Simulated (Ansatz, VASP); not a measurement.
## Two plane-wave programs on CdH2O2

```
CELL_PARAMETERS angstrom
3.45593 0.00000 0.00000
-1.72796 2.99292 0.00000
0.00000 0.00000 4.56427
ATOMIC_POSITIONS crystal
Cd 0.00000 0.00000 0.00000
H 0.66667 0.33333 0.55096
H 0.33333 0.66667 0.44904
O 0.66667 0.33333 0.75937
O 0.33333 0.66667 0.24063
```

Alike in both runs: task single point; functional PBEsol; k mesh 6 × 6 × 4; no spin polarisation.

|  | VASP | Ansatz |
| --- | --- | --- |
| version | VASP 6.6.1 | Ansatz 0.2.0 |
| potentials or method | VASP PAW PBE potentials, release 64 (Cd_sv_GW, H, O), cutoff 700 eV | plane waves, PAW |
| occupations | gaussian, width 0.01 eV | fixed |
| valence electrons in the cell | 34 | 34 |

```csv
,VASP,Ansatz,Ansatz less VASP
pressure (GPa),5.9,5.8,-0.08
"traceless stress, the component that is largest in VASP (GPa)",5.25,4.47,-0.783
```

VASP's potentials were made for PBE, not for PBEsol. Ansatz's warnings: structure snapped to symmetry.
